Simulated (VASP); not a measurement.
# CaF2 (Fluorite) (Fm-3m) in VASP: single point with LDA

Aim: the single point of CaF2 (Fluorite) with LDA.

All numbers are computed with VASP 6.6.1; they aren't measurements. Logs are shortened: lines on timing, memory, paths and dates and some standing lists are left out, and cuts for length are marked.

## 1. The cell of the first run

The structure is cubic, space group Fm-3m (No. 225). The conventional cell has a = 5.462 Å, b = 5.462 Å, c = 5.462 Å, α = 90.00°, β = 90.00°, γ = 90.00°. Within 3.1 Å of Ca (site symmetry m-3m) lie 8 F at 2.37 Å. Within 3.1 Å of F (site symmetry -43m) lie 4 Ca at 2.37 Å and 6 F at 2.73 Å.

## 2. Single point, LDA

The input, INCAR:

```
SYSTEM = CaF2
PREC     = Accurate       ! precision mode
ENCUT    = 600            ! plane-wave cutoff, eV
EDIFF    = 1E-6           ! SCF threshold, eV
ISMEAR   = 0              ! smearing method
SIGMA    = 0.01           ! smearing width, eV
LREAL    = .FALSE.        ! projectors in reciprocal space
LASPH    = .TRUE.         ! aspherical terms in the spheres
NELM     = 120            ! most SCF steps
ALGO     = Normal         ! electronic algorithm
ISIF     = 2              ! what is computed and relaxed
LWAVE    = .FALSE.        ! write WAVECAR
LCHARG   = .FALSE.        ! write CHGCAR
NBANDS   = 19             ! bands
GGA_COMPAT= .FALSE.
```

The input, KPOINTS:

```
Automatic mesh
0
G
  6 6 6
  0 0 0
```

The input, POSCAR:

```
CaF2
1.0
    0.0000000000      2.7310000000      2.7310000000
    2.7310000000      0.0000000000      2.7310000000
    2.7310000000      2.7310000000      0.0000000000
Ca F
1 2
Direct
    0.0000000000      0.0000000000      0.0000000000
    0.2500000000      0.2500000000      0.2500000000
    0.7500000000      0.7500000000      0.7500000000
```

Potentials or basis: VASP PAW LDA potentials, release 64 (Ca_sv, F).

On the command line:

```bash
$ cat potpaw_LDA.64/Ca_sv/POTCAR potpaw_LDA.64/F/POTCAR > POTCAR
$ mpirun -np 1 vasp_std > vasp.out
```

OUTCAR:

```text
SYSTEM = CaF2
   PREC = Accurate
   ENCUT = 600
   EDIFF = 1E-6
   ISMEAR = 0
   LREAL = .FALSE.
   LASPH = .TRUE.
   NELM = 120
   ISIF = 2

 ion  position               nearest neighbor table
   1  0.000  0.000  0.000-   3 2.37   3 2.37   3 2.37   2 2.37   3 2.37   2 2.37   2 2.37   2 2.37

   2  0.250  0.250  0.250-   1 2.37   1 2.37   1 2.37   1 2.37
   3  0.750  0.750  0.750-   1 2.37   1 2.37   1 2.37   1 2.37

  LATTYP: Found a face centered cubic cell.
 ALAT       =     5.4620000000

  Lattice vectors:

 A1 = (   0.0000000000,   2.7310000000,   2.7310000000)
 A2 = (   2.7310000000,   0.0000000000,   2.7310000000)
 A3 = (   2.7310000000,   2.7310000000,   0.0000000000)

Analysis of symmetry for initial positions (statically):
=====================================================================
 Subroutine PRICEL returns:
 Original cell was already a primitive cell.

 Routine SETGRP: Setting up the symmetry group for a
 face centered cubic supercell.

 Subroutine GETGRP returns: Found 48 space group operations
 (whereof 48 operations were pure point group operations)
 out of a pool of 48 trial point group operations.

The static configuration has the point symmetry O_h .

Analysis of symmetry for dynamics (positions and initial velocities):
=====================================================================
 Subroutine PRICEL returns:
 Original cell was already a primitive cell.

 Routine SETGRP: Setting up the symmetry group for a
 face centered cubic supercell.

 Subroutine GETGRP returns: Found 48 space group operations
 (whereof 48 operations were pure point group operations)
 out of a pool of 48 trial point group operations.

The dynamic configuration has the point symmetry O_h .

 Subroutine INISYM returns: Found 48 space group operations
 (whereof 48 operations are pure point group operations),
 and found     1 'primitive' translations

----------------------------------------------------------------------------------------

                                     Primitive cell

  volume of cell :      40.7376

  direct lattice vectors                    reciprocal lattice vectors
     0.000000000  2.731000000  2.731000000    -0.183083120  0.183083120  0.183083120
     2.731000000  0.000000000  2.731000000     0.183083120 -0.183083120  0.183083120
     2.731000000  2.731000000  0.000000000     0.183083120  0.183083120 -0.183083120

  length of vectors
     3.862217239  3.862217239  3.862217239     0.317109265  0.317109265  0.317109265

  position of ions in fractional coordinates (direct lattice)
     0.000000000  0.000000000  0.000000000
     0.250000000  0.250000000  0.250000000
     0.750000000  0.750000000  0.750000000

  ion indices of the primitive-cell ions
   primitive index   ion index
                 1           1
                 2           2
                 3           3

----------------------------------------------------------------------------------------

 KPOINTS: Automatic mesh

Automatic generation of k-mesh.
 Grid dimensions read from file:
 generate k-points for:    6    6    6

 Generating k-lattice:

  Cartesian coordinates                     Fractional coordinates (reciprocal lattice)
    -0.030513853  0.030513853  0.030513853     0.166666667  0.000000000  0.000000000
     0.030513853 -0.030513853  0.030513853     0.000000000  0.166666667  0.000000000
     0.030513853  0.030513853 -0.030513853     0.000000000  0.000000000  0.166666667

  Length of vectors
     0.052851544  0.052851544  0.052851544

  Shift w.r.t. Gamma in fractional coordinates (k-lattice)
     0.000000000  0.000000000  0.000000000

 Subroutine IBZKPT returns following result:
 ===========================================

 Found     16 irreducible k-points:

 Following reciprocal coordinates:
            Coordinates               Weight
  0.000000  0.000000  0.000000      1.000000
  0.166667  0.000000  0.000000      8.000000
  0.333333  0.000000  0.000000      8.000000
  0.500000  0.000000  0.000000      4.000000
  0.166667  0.166667  0.000000      6.000000
  0.333333  0.166667  0.000000     24.000000
[... 8 lines left out ...]
 -0.333333  0.333333  0.166667     24.000000
 -0.333333  0.500000  0.166667     12.000000
   k-points           NKPTS =     16   k-points in BZ     NKDIM =     16   number of bands    NBANDS=     19
   number of dos      NEDOS =    301   number of ions     NIONS =      3
   total plane-waves  NPLWV =  32768
   dimension x,y,z NGX =    32 NGY =   32 NGZ =   32
   dimension x,y,z NGXF=    64 NGYF=   64 NGZF=   64
   ions per type =               1   2
   NGX,Y,Z   is equivalent  to a cutoff of  13.77, 13.77, 13.77 a.u.
   NGXF,Y,Z  is equivalent  to a cutoff of  27.55, 27.55, 27.55 a.u.
 SYSTEM =  CaF2
   PREC   = accura    normal or accurate (medium, high low for compatibility)
   ISTART =      0    job   : 0-new  1-cont  2-samecut
   ICHARG =      2    charge: 1-file 2-atom 10-const
   ISPIN  =      1    spin polarized calculation?
   LNONCOLLINEAR =      F non collinear calculations
   LSORBIT =      F    spin-orbit coupling
   LASPH  =      T    aspherical Exc in radial PAW
   ENCUT  =  600.0 eV  44.10 Ry    6.64 a.u.   7.71  7.71  7.71*2*pi/ulx,y,z
   NELM   =    120;   NELMIN=  2; NELMDL= -5     # of ELM steps
   EDIFF  = 0.1E-05   stopping-criterion for ELM
   LREAL  =      F    real-space projection
   EDIFFG = 0.1E-04   stopping-criterion for IOM
   NSW    =      0    number of steps for IOM
   IBRION =     -1    ionic relax: 0-MD 1-quasi-New 2-CG
   NFREE  =      0    steps in history (QN), initial steepest desc. (CG)
   ISIF   =      2    stress and relaxation
   ISYM   =      2    0-nonsym 1-usesym 2-fastsym
   POTIM  = 0.5000    time-step for ionic-motion
   TEBEG  =    0.0;   TEEND  =   0.0 temperature during run
   PSTRESS=    0.0 pullay stress
   NELECT =      24.0000    total number of electrons
   NUPDOWN=      -1.0000    fix difference up-down
   EMIN   =  10.00;   EMAX   =-10.00  energy-range for DOS
   EFERMI =   0.00;   METHOD = LEGACY
   ISMEAR =     0;   SIGMA  =   0.01  broadening in eV -4-tet -1-fermi 0-gaus
   EFERMI_NEDOS =   21; number of points for ismear=-14 and -15
   IALGO  =     38    algorithm
   IMIX   =      4    mixing-type and parameters
     AMIX     =   0.40;   BMIX     =  1.00
     AMIX_MAG =   1.60;   BMIX_MAG =  1.00
  volume/ion in A,a.u.               =      13.58        91.64
  Fermi-wavevector in a.u.,A,eV,Ry     =   1.372398  2.593457 25.626266  1.883477
  Thomas-Fermi vector in A             =   2.498009
   LORBIT       =      0    0 simple, 1 ext, 2 COOP (PROOUT), +10 PAW based schemes
   GGA     = CA    functional components
   LHFCALC =     F    Hartree Fock is set to
   AEXX    =    0.0000 exact exchange contribution
   IVDW    =     0    specifies the selected vdW correction
   LEPSILON=     F    determine dielectric tensor
   LRPA    =     F    only Hartree local field effects (RPA)
 non-spin polarized calculation
 Gauss-broadening in eV      SIGMA  =   0.01
  energy-cutoff  :      600.00
  volume of cell :       40.74
 maximum number of plane-waves:      1380
   NGX = 15   NGY = 15   NGZ = 15

 number of electron      23.9999989 magnetization

 Free energy of the ion-electron system (eV)
  ---------------------------------------------------
  ext. energy  EPLUGINS =         0.00000000
  ---------------------------------------------------
  free energy    TOTEN  =       -18.96221812 eV

  energy without entropy =      -18.96221812  energy(sigma->0) =      -18.96221812

 E-fermi :  -1.2674     XC(G=0): -10.3717

 val. band max:       -1.3616424683   @ k =   0.5000   0.5000   0.0000
 cond. band min:       5.5439172213   @ k =   0.0000   0.0000   0.0000
 fundamental gap:      6.9055596895
 Fermi energy:        -1.2674379243

 k-point     1 :       0.0000    0.0000    0.0000
  band No.  band energies     occupation
      1     -36.7928      2.00000
      2     -20.8916      2.00000
      3     -20.0725      2.00000
      4     -18.0344      2.00000
      5     -18.0344      2.00000
      6     -18.0344      2.00000
[... 11 lines left out ...]
     18       9.8335      0.00000
     19      15.1259      0.00000

 k-point     2 :       0.1667    0.0000    0.0000
  band No.  band energies     occupation
      1     -36.7835      2.00000
      2     -20.9657      2.00000
      3     -20.1506      2.00000
      4     -18.0459      2.00000
      5     -18.0459      2.00000
      6     -17.9018      2.00000
[... 11 lines left out ...]
     18       9.7635      0.00000
     19      13.9994      0.00000

 k-point     3 :       0.3333    0.0000    0.0000
  band No.  band energies     occupation
      1     -36.7649      2.00000
      2     -21.0477      2.00000
      3     -20.3761      2.00000
      4     -18.0687      2.00000
      5     -18.0687      2.00000
      6     -17.6243      2.00000
[... 11 lines left out ...]
     18       9.6235      0.00000
     19      12.4739      0.00000

 k-point     4 :       0.5000    0.0000    0.0000
  band No.  band energies     occupation
      1     -36.7556      2.00000
      2     -21.0505      2.00000
      3     -20.5252      2.00000
      4     -18.0800      2.00000
      5     -18.0800      2.00000
      6     -17.4832      2.00000
[... 231 lines left out ...]
     18      10.4076      0.00000
     19      13.5653      0.00000

 k-point    15 :      -0.3333    0.3333    0.1667
  band No.  band energies     occupation
      1     -36.7463      2.00000
      2     -20.9359      2.00000
      3     -20.8117      2.00000
      4     -18.1270      2.00000
      5     -17.7546      2.00000
      6     -17.6191      2.00000
[... 11 lines left out ...]
     18      11.6278      0.00000
     19      12.8726      0.00000

 k-point    16 :      -0.3333    0.5000    0.1667
  band No.  band energies     occupation
      1     -36.7433      2.00000
      2     -21.0918      2.00000
      3     -20.6686      2.00000
      4     -18.1507      2.00000
      5     -17.8794      2.00000
      6     -17.4672      2.00000
[... 11 lines left out ...]
     18      12.9046      0.00000
     19      12.9116      0.00000

------------------------ aborting loop because EDIFF is reached ----------------------------------------

  FORCE on cell =-STRESS in cart. coord.  units (eV):
  Direction    XX          YY          ZZ          XY          YZ          ZX
  --------------------------------------------------------------------------------------
  -------------------------------------------------------------------------------------
  Total       -1.5667918     -1.5667918     -1.5667918      0.0000000      0.0000000      0.0000000
  in kB      -61.6207211    -61.6207211    -61.6207211      0.0000000      0.0000000      0.0000000
  external PRESSURE =     -61.6207211 kB  Pullay stress =       0.0000000 kB

 VOLUME and BASIS-vectors are now :
 -----------------------------------------------------------------------------
  energy-cutoff  :      600.00
  volume of cell :       40.74
      direct lattice vectors                 reciprocal lattice vectors
     0.000000000  2.731000000  2.731000000    -0.183083120  0.183083120  0.183083120
     2.731000000  0.000000000  2.731000000     0.183083120 -0.183083120  0.183083120
     2.731000000  2.731000000  0.000000000     0.183083120  0.183083120 -0.183083120

 POSITION                                       TOTAL-FORCE (eV/Angst)
 -----------------------------------------------------------------------------------
      0.00000      0.00000      0.00000        -0.000000     -0.000000     -0.000000
      1.36550      1.36550      1.36550         0.000000      0.000000      0.000000
      4.09650      4.09650      4.09650        -0.000000     -0.000000     -0.000000
 -----------------------------------------------------------------------------------
    total drift:                                0.000000     -0.000000      0.000000

  FREE ENERGIE OF THE ION-ELECTRON SYSTEM (eV)
  ---------------------------------------------------
  free  energy   TOTEN  =       -18.9622181226 eV

  energy  without entropy=      -18.9622181226  energy(sigma->0) =      -18.96221812
```

Wall time 10 s (1 thread of Intel Xeon Platinum 8488C (Sapphire Rapids), shared host); peak memory 0.16 GiB.

Results:

```
Free energy            : -18.9622 eV
Pressure               : -6.2 GPa
Band gap on the k mesh : 6.91 eV, indirect (least direct gap 7.17 eV)
```

A k mesh can miss the band edges. A hybrid or GW would open this gap; LDA tends to underestimate it.
